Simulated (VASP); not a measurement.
Write the native input for VASP 6.6.1 that does the following.

- Task: relaxation of cell and atoms
- Functional: PBEsol
- Potentials or basis: VASP PAW PBE potentials, release 64 (Ca_sv, B)
- Cutoff: 600 eV
- k mesh: 10 × 10 × 10
- Occupations: gaussian, width 0.1 eV
- Spin: no spin polarisation
- Dipole correction: no
- Further INCAR settings: ALGO = Normal; EDIFF = 1e-06; IBRION = 2; EDIFFG = -0.005; NSW = 100; ISIF = 3

The structure of CaB6 lies in POSCAR:

```
CaB6
1.0
    4.1270411027      0.0000000000      0.0000000000
    0.0000000000      4.1270411027      0.0000000000
    0.0000000000      0.0000000000      4.1270411027
Ca B
1 6
Direct
    0.5000000000      0.5000000000      0.5000000000
    0.0000000000      0.0000000000      0.2984355238
    0.0000000000      0.0000000000      0.7015644762
    0.2984355238      0.0000000000      0.0000000000
    0.7015644762      0.0000000000      0.0000000000
    0.0000000000      0.2984355238      0.0000000000
    0.0000000000      0.7015644762      0.0000000000
```

One way to write it, as run:

INCAR

```
SYSTEM = CaB6
PREC     = Accurate       ! precision mode
ENCUT    = 600            ! plane-wave cutoff, eV
EDIFF    = 1E-6           ! SCF threshold, eV
ISMEAR   = 0              ! smearing method
SIGMA    = 0.1            ! smearing width, eV
LREAL    = .FALSE.        ! projectors in reciprocal space
LASPH    = .TRUE.         ! aspherical terms in the spheres
NELM     = 60             ! most SCF steps
ALGO     = Normal         ! electronic algorithm
ISIF     = 3              ! what is computed and relaxed
LWAVE    = .FALSE.        ! write WAVECAR
LCHARG   = .FALSE.        ! write CHGCAR
GGA      = PS             ! functional
IBRION   = 2              ! ionic algorithm
NSW      = 100            ! ionic steps
EDIFFG   = -0.005         ! ionic threshold
```

KPOINTS

```
Automatic mesh
0
G
  10 10 10
  0 0 0
```

Potentials or basis: VASP PAW PBE potentials, release 64 (Ca_sv, B).

Run with:

```console
$ cat potpaw_PBE.64/Ca_sv/POTCAR potpaw_PBE.64/B/POTCAR > POTCAR
$ mpirun -np 1 vasp_std > vasp.out
```

Results of the run:

```
Relaxed volume                        : 10.06 Å³/atom
Relaxed cell                          : a = 4.130 Å, b = 4.130 Å, c = 4.130 Å, α = 90.00°, β = 90.00°, γ = 90.00°
Space group after relaxing (to 0.1 Å) : Pm-3m (No. 221)
Energy gained by relaxing             : 0.0 meV/atom
Ionic steps                           : 5
Pressure after relaxing               : 0.0 GPa
Band gap on the k mesh                : 0.05 eV
```

Caveat: the PAW data sets were made with another functional, which shifts forces and pressure a little.

Wall time 3.2 min on 1 thread of Intel(R) Xeon(R) Platinum 8275CL CPU @ 3.00GHz (Skylake/Cascade Lake), with other jobs on the host, peak memory 0.26 GiB.
